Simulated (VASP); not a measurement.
ZnO, 4 atoms in the cell. Symmetry: P6_3mc, No. 186, hexagonal system. The conventional cell has a = 3.087 Å, b = 3.087 Å, c = 5.074 Å, α = 90.00°, β = 90.00°, γ = 120.00°. Within 2.5 Å of Zn (site symmetry 3m) lie 4 O at 1.88 to 1.94 Å. O (site symmetry 3m) has 4 Zn at 1.88 to 1.94 Å within 2.5 Å.  This cell differs from its parent crystal: strain -0.050 along x and y, -0.025 along z.

```yaml
Program: VASP 6.6.1
Task: single point
Functional: PBEsol
Potentials_or_basis: VASP PAW PBE potentials, release 64 (Zn, O)
Cutoff: 520 eV
k_mesh: 9 × 9 × 6
Occupations: gaussian, width 0.05 eV
Spin: no spin polarisation
Dipole_correction: no
Further_INCAR_settings: ALGO = Normal; EDIFF = 1e-07; NBANDS = 26
```

Potentials or basis: VASP PAW PBE potentials, release 64 (Zn, O).

Run with:

```console
$ cat potpaw_PBE.64/Zn/POTCAR potpaw_PBE.64/O/POTCAR > POTCAR
$ mpirun -np 1 vasp_std > vasp.out
```

Hardware: 1 thread of Intel(R) Xeon(R) 6975P-C (Granite Rapids) (shared host).

**Question.** Estimate the wall time of this run.

**Answer.** Wall time 20 s on 1 thread of Intel(R) Xeon(R) 6975P-C (Granite Rapids), with other jobs on the host, peak memory 0.18 GiB. Counts: scf iterations 16, k points 48.
